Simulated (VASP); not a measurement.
# Zr3S2 (P-3m1) in VASP: relaxation of cell and atoms with PBE

Aim: the relaxation of cell and atoms of Zr3S2 with PBE.

Everything below comes from runs of VASP 6.6.1. Logs are shortened: lines on timing, memory, paths and dates and some standing lists are left out, and cuts for length are marked.

## 1. The cell of the first run

Symmetry: P-3m1, No. 164, trigonal system. The conventional cell has a = 4.131 Å, b = 4.131 Å, c = 6.407 Å, α = 90.00°, β = 90.00°, γ = 120.00°. Zr (site symmetry -3m) has 6 S at 2.76 Å and 6 Zr at 3.28 Å within 3.6 Å. Within 3.3 Å of Zr (site symmetry 3m) lie 4 S at 2.53 to 2.77 Å and 6 Zr at 3.06 to 3.28 Å. S (site symmetry 3m) has 7 Zr at 2.53 to 2.77 Å within 3.3 Å.

## 2. Relaxation of cell and atoms, PBE

INCAR reads:

```
SYSTEM = Zr3S2
PREC = Accurate ; ENCUT = 600
EDIFF = 1E-6 ; ISMEAR = 0
SIGMA = 0.1 ; LREAL = .False.
LASPH = .True. ; NELM = 60
ALGO = Normal ; ISIF = 3
LWAVE = .False. ; LCHARG = .False.
GGA = PE ; IBRION = 2
NSW = 100 ; EDIFFG = -0.01
```

KPOINTS reads:

```
regular mesh
0
Gamma
  12 12 6
  0 0 0
```

POSCAR reads:

```
Zr3S2
1.0
    4.1309350305      0.0000000000      0.0000000000
   -2.0654675153      3.5774946778      0.0000000000
    0.0000000000      0.0000000000      6.4074547900
Zr S
3 2
Direct
    0.0000000000      0.0000000000      0.0000000000
    0.3333333333      0.6666666667      0.6494432599
    0.6666666667      0.3333333333      0.3505567401
    0.3333333333      0.6666666667      0.2176924846
    0.6666666667      0.3333333333      0.7823075154
```

Potentials or basis: VASP PAW PBE potentials, release 64 (Zr_sv, S).

On the command line:

```console
cat potpaw_PBE.64/Zr_sv/POTCAR potpaw_PBE.64/S/POTCAR > POTCAR
mpirun -np 1 vasp_std > vasp.out
```

OUTCAR:

```text
SYSTEM = Zr3S2
   PREC = Accurate
   ENCUT = 600
   EDIFF = 1E-6
   ISMEAR = 0
   LREAL = .False.
   LASPH = .True.
   NELM = 60
   ISIF = 3
   GGA = PE
   IBRION = 2
   NSW = 100
   EDIFFG = -0.01

 ion  position               nearest neighbor table
   1  0.000  0.000  0.000-   4 2.76   5 2.76   5 2.76   4 2.76   5 2.76   4 2.76   3 3.28   2 3.28
                             3 3.28   2 3.28   3 3.28   2 3.28
   2  0.333  0.667  0.649-   5 2.53   5 2.53   5 2.53   4 2.77   3 3.06   3 3.06   3 3.06   1 3.28
                             1 3.28   1 3.28
   3  0.667  0.333  0.351-   4 2.53   4 2.53   4 2.53   5 2.77   2 3.06   2 3.06   2 3.06   1 3.28
                             1 3.28   1 3.28
   4  0.333  0.667  0.218-   3 2.53   3 2.53   3 2.53   1 2.76   1 2.76   1 2.76   2 2.77
   5  0.667  0.333  0.782-   2 2.53   2 2.53   2 2.53   1 2.76   1 2.76   1 2.76   3 2.77

  LATTYP: Found a hexagonal cell.
 ALAT       =     4.1309350305
 C/A-ratio  =     1.5510906714

  Lattice vectors:

 A1 = (   4.1309350305,   0.0000000000,   0.0000000000)
 A2 = (  -2.0654675153,   3.5774946778,   0.0000000000)
 A3 = (   0.0000000000,   0.0000000000,   6.4074547900)

Analysis of symmetry for initial positions (statically):
=====================================================================
 Subroutine PRICEL returns:
 Original cell was already a primitive cell.

 Routine SETGRP: Setting up the symmetry group for a
 hexagonal supercell.

 Subroutine GETGRP returns: Found 12 space group operations
 (whereof 12 operations were pure point group operations)
 out of a pool of 24 trial point group operations.

The static configuration has the point symmetry D_3d.

Analysis of symmetry for dynamics (positions and initial velocities):
=====================================================================
 Subroutine PRICEL returns:
 Original cell was already a primitive cell.

 Routine SETGRP: Setting up the symmetry group for a
 hexagonal supercell.

 Subroutine GETGRP returns: Found 12 space group operations
 (whereof 12 operations were pure point group operations)
 out of a pool of 24 trial point group operations.

The dynamic configuration has the point symmetry D_3d.

 Subroutine INISYM returns: Found 12 space group operations
 (whereof 12 operations are pure point group operations),
 and found     1 'primitive' translations

----------------------------------------------------------------------------------------

                                     Primitive cell

  volume of cell :      94.6919

  direct lattice vectors                    reciprocal lattice vectors
     4.130935030  0.000000000  0.000000000     0.242075945  0.139762612  0.000000000
    -2.065467515  3.577494678  0.000000000     0.000000000  0.279525224  0.000000000
     0.000000000  0.000000000  6.407454790     0.000000000  0.000000000  0.156068210

  length of vectors
     4.130935030  4.130935031  6.407454790     0.279525224  0.279525224  0.156068210

  position of ions in fractional coordinates (direct lattice)
     0.000000000  0.000000000  0.000000000
     0.333333333  0.666666667  0.649443260
     0.666666667  0.333333333  0.350556740
     0.333333333  0.666666667  0.217692485
     0.666666667  0.333333333  0.782307515

  ion indices of the primitive-cell ions
   primitive index   ion index
                 1           1
                 2           2
                 3           3
                 4           4
                 5           5

----------------------------------------------------------------------------------------

 KPOINTS: regular mesh

Automatic generation of k-mesh.
 Grid dimensions read from file:
 generate k-points for:   12   12    6

 Generating k-lattice:

  Cartesian coordinates                     Fractional coordinates (reciprocal lattice)
     0.020172995  0.011646884  0.000000000     0.083333333  0.000000000  0.000000000
     0.000000000  0.023293769  0.000000000     0.000000000  0.083333333  0.000000000
     0.000000000  0.000000000  0.026011368     0.000000000  0.000000000  0.166666667

  Length of vectors
     0.023293769  0.023293769  0.026011368

  Shift w.r.t. Gamma in fractional coordinates (k-lattice)
     0.000000000  0.000000000  0.000000000

 Subroutine IBZKPT returns following result:
 ===========================================

 Found    100 irreducible k-points:

 Following reciprocal coordinates:
            Coordinates               Weight
  0.000000  0.000000  0.000000      1.000000
  0.083333  0.000000  0.000000      6.000000
  0.166667  0.000000  0.000000      6.000000
  0.250000  0.000000  0.000000      6.000000
  0.333333  0.000000  0.000000      6.000000
  0.416667  0.000000  0.000000      6.000000
[... 16 lines left out ...]
  0.166667  0.000000  0.166667      6.000000
  0.000000  0.166667  0.166667      6.000000
 [... further k-points ...]
   k-points           NKPTS =    100   k-points in BZ     NKDIM =    100   number of bands    NBANDS=     28
   number of dos      NEDOS =    301   number of ions     NIONS =      5
   total plane-waves  NPLWV =  69984
   dimension x,y,z NGX =    36 NGY =   36 NGZ =   54
   dimension x,y,z NGXF=    72 NGYF=   72 NGZF=  108
   ions per type =               3   2
   NGX,Y,Z   is equivalent  to a cutoff of  14.49, 14.49, 14.01 a.u.
   NGXF,Y,Z  is equivalent  to a cutoff of  28.98, 28.98, 28.02 a.u.
 SYSTEM =  Zr3S2
   PREC   = accura    normal or accurate (medium, high low for compatibility)
   ISTART =      0    job   : 0-new  1-cont  2-samecut
   ICHARG =      2    charge: 1-file 2-atom 10-const
   ISPIN  =      1    spin polarized calculation?
   LNONCOLLINEAR =      F non collinear calculations
   LSORBIT =      F    spin-orbit coupling
   LASPH  =      T    aspherical Exc in radial PAW
   ENCUT  =  600.0 eV  44.10 Ry    6.64 a.u.   8.25  8.25 12.80*2*pi/ulx,y,z
   NELM   =     60;   NELMIN=  2; NELMDL= -5     # of ELM steps
   EDIFF  = 0.1E-05   stopping-criterion for ELM
   LREAL  =      F    real-space projection
   EDIFFG = -.1E-01   stopping-criterion for IOM
   NSW    =    100    number of steps for IOM
   IBRION =      2    ionic relax: 0-MD 1-quasi-New 2-CG
   NFREE  =      1    steps in history (QN), initial steepest desc. (CG)
   ISIF   =      3    stress and relaxation
   ISYM   =      2    0-nonsym 1-usesym 2-fastsym
   POTIM  = 0.5000    time-step for ionic-motion
   TEBEG  =    0.0;   TEEND  =   0.0 temperature during run
   PSTRESS=    0.0 pullay stress
   NELECT =      48.0000    total number of electrons
   NUPDOWN=      -1.0000    fix difference up-down
   EMIN   =  10.00;   EMAX   =-10.00  energy-range for DOS
   EFERMI =   0.00;   METHOD = LEGACY
   ISMEAR =     0;   SIGMA  =   0.10  broadening in eV -4-tet -1-fermi 0-gaus
   EFERMI_NEDOS =   21; number of points for ismear=-14 and -15
   IALGO  =     38    algorithm
   IMIX   =      4    mixing-type and parameters
     AMIX     =   0.40;   BMIX     =  1.00
     AMIX_MAG =   1.60;   BMIX_MAG =  1.00
  volume/ion in A,a.u.               =      18.94       127.80
  Fermi-wavevector in a.u.,A,eV,Ry     =   1.305322  2.466701 23.182492  1.703865
  Thomas-Fermi vector in A             =   2.436199
   LORBIT       =      0    0 simple, 1 ext, 2 COOP (PROOUT), +10 PAW based schemes
   GGA     = PE    functional components
   LHFCALC =     F    Hartree Fock is set to
   AEXX    =    0.0000 exact exchange contribution
   IVDW    =     0    specifies the selected vdW correction
   LEPSILON=     F    determine dielectric tensor
   LRPA    =     F    only Hartree local field effects (RPA)
 conjugate gradient relaxation of ions
 non-spin polarized calculation
 Gauss-broadening in eV      SIGMA  =   0.10
  energy-cutoff  :      600.00
  volume of cell :       94.69
 maximum number of plane-waves:      3198
 NGX is ok and might be reduce to    36
   NGX = 17   NGY = 17   NGZ = 25

--------------------------------------- Ionic step        1  -------------------------------------------

 number of electron      48.0000001 magnetization

 Free energy of the ion-electron system (eV)
  ---------------------------------------------------
  ext. energy  EPLUGINS =         0.00000000
  ---------------------------------------------------
  free energy    TOTEN  =       -38.56081770 eV

  energy without entropy =      -38.54128069  energy(sigma->0) =      -38.55104920

------------------------ aborting loop because EDIFF is reached ----------------------------------------

  FORCE on cell =-STRESS in cart. coord.  units (eV):
  Direction    XX          YY          ZZ          XY          YZ          ZX
  --------------------------------------------------------------------------------------
  -------------------------------------------------------------------------------------
  Total        0.1787606      0.1787606      0.1734051     -0.0000000     -0.0000000      0.0000000
  in kB        3.0246103      3.0246103      2.9339959     -0.0000000     -0.0000000      0.0000000
  external PRESSURE =       2.9944055 kB  Pullay stress =       0.0000000 kB
[... 180 lines left out ...]
  energy  without entropy=      -38.5417463950  energy(sigma->0) =      -38.55152964

--------------------------------------- Ionic step        6  -------------------------------------------

 number of electron      48.0000001 magnetization

 Free energy of the ion-electron system (eV)
  ---------------------------------------------------
  ext. energy  EPLUGINS =         0.00000000
  ---------------------------------------------------
  free energy    TOTEN  =       -38.56134726 eV

  energy without entropy =      -38.54177012  energy(sigma->0) =      -38.55155869

 E-fermi :  10.3010     XC(G=0): -11.2436

 val. band max:       10.2955691965   @ k =   0.1667   0.1667   0.0000
 cond. band min:      10.3028123787   @ k =  -0.1667   0.4167   0.1667
 fundamental gap:      0.0072431821
 Fermi energy:        10.3009519228

 k-point     1 :       0.0000    0.0000    0.0000
  band No.  band energies     occupation
      1     -39.5084      2.00000
      2     -38.7367      2.00000
      3     -38.6145      2.00000
      4     -17.6465      2.00000
      5     -17.5664      2.00000
      6     -17.5664      2.00000
[... 733 lines left out ...]
     27      11.2555      0.00000
     28      11.6980      0.00000

 [... further k-points ...]
[... 5 lines left out ...]
  --------------------------------------------------------------------------------------
  -------------------------------------------------------------------------------------
  Total        0.0012108      0.0012108     -0.0032442     -0.0000000      0.0000000     -0.0000000
  in kB        0.0204213      0.0204213     -0.0547183     -0.0000000      0.0000000     -0.0000000
  external PRESSURE =      -0.0046252 kB  Pullay stress =       0.0000000 kB
[... 20 lines left out ...]
  FREE ENERGIE OF THE ION-ELECTRON SYSTEM (eV)
  ---------------------------------------------------
  free  energy   TOTEN  =       -38.5613472587 eV

  energy  without entropy=      -38.5417701219  energy(sigma->0) =      -38.55155869

 reached required accuracy - stopping structural energy minimisation
```

It took 7.6 min on 1 thread of Intel Xeon 6975P-C (Granite Rapids), shared host; peak memory 0.45 GiB.

What came out:

- Free energy: -38.5613 eV
- Relaxed volume: 19.00 Å³/atom
- Relaxed cell: a = 4.135 Å, b = 4.135 Å, c = 6.415 Å, α = 90.00°, β = 90.00°, γ = 120.00°
- Space group after relaxing (to 0.05 Å): P-3m1 (No. 164)
- Energy gained by relaxing: 0.1 meV/atom
- Ionic steps: 6
- Pressure after relaxing: 0.0 GPa
- Largest force after relaxing: 0.006 eV/Å
- Band gap on the k mesh: zero (band 24 reaches 10.89 eV, above the bottom of band 25 at 9.80 eV)

Forces on the atoms (eV/Å):
```
Zr   0.000  0.000  0.000
Zr   0.000  0.000 -0.006
Zr   0.000  0.000  0.006
S    0.000  0.000  0.002
S    0.000  0.000 -0.002
```

The path:
| step | energy change (eV) | largest force (eV/Å) | pressure (GPa) | volume (Å³) |
| --- | --- | --- | --- | --- |
| 1 | 0.0000 | 0.0303 | 0.30 | 94.69 |
| 2 | -0.0001 | 0.0380 | -0.31 | 95.18 |
| 3 | -0.0003 | 0.0346 | -0.04 | 94.96 |
| 4 | -0.0004 | 0.0255 | -0.02 | 94.96 |
| 5 | -0.0005 | 0.0182 | 0.00 | 94.98 |
| 6 | -0.0005 | 0.0063 | 0.00 | 94.99 |

Final structure:
```yaml
crystal:
  lattice:
    - [4.13500, 0.00000, 0.00000]
    - [-2.06750, 3.58101, 0.00000]
    - [0.00000, 0.00000, 6.41507]
  atoms:
    - { symbol: Zr, position: [0.00000, 0.00000, 0.00000] }
    - { symbol: Zr, position: [0.33333, 0.66667, 0.64965] }
    - { symbol: Zr, position: [0.66667, 0.33333, 0.35035] }
    - { symbol: S, position: [0.33333, 0.66667, 0.21889] }
    - { symbol: S, position: [0.66667, 0.33333, 0.78111] }
```
